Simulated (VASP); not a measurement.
A run of VASP 6.6.1 is set up as follows.

File INCAR:

```
  PREC = Accurate
  ENCUT = 520
  EDIFF = 1E-6
  ISMEAR = 0
  SIGMA = 0.15
  LREAL = False
  LASPH = True
  NELM = 60
  ALGO = Fast
  ISIF = 2
  LWAVE = False
  LCHARG = False
  GGA = PS
  NBANDS = 42
```

The input KPOINTS:

```
Automatic mesh
0
Gamma
  18 18 4
```

The input POSCAR:

```
Ag
1.0
    2.0431000000     -2.0431000000      0.0000000000
    2.0431000000      0.0000000000     -2.0431000000
   11.5774304600      6.4698847700      6.4698847700
Ag
6
Direct
    0.5972388883      0.5972388883      0.0833166667
   -0.7638444450     -0.7638444450      0.9166500000
    0.1250222217      0.1250222217      0.2499833333
    0.1805888883      0.1805888883      0.5833166667
   -0.3471944450     -0.3471944450      0.4166500000
   -0.2916277783     -0.2916277783      0.7499833333
```

Potentials or basis: VASP PAW PBE potentials, release 64 (Ag).

The run is started by

```bash
$ cat potpaw_PBE.64/Ag/POTCAR > POTCAR
$ mpirun -np 1 vasp_std > vasp.out
```

Predict the pressure.

-2.4 GPa.

Estimate the band gap on the k mesh.

zero (bands 33 and 34 overlap by 6.31 eV).

Predict the largest force.

0.234 eV/Å.

Forces in eV/Å, atoms in the order of the input:
```
Ag   0.148  0.128  0.128
Ag  -0.148 -0.128 -0.128
Ag   0.003  0.012  0.012
Ag   0.000 -0.001 -0.001
Ag   0.000  0.001  0.001
Ag  -0.003 -0.012 -0.012
```

Caveat: the cell differs from its parent crystal (the part above a cut slid along it); the PAW data sets were made with another functional, which shifts forces and pressure a little.
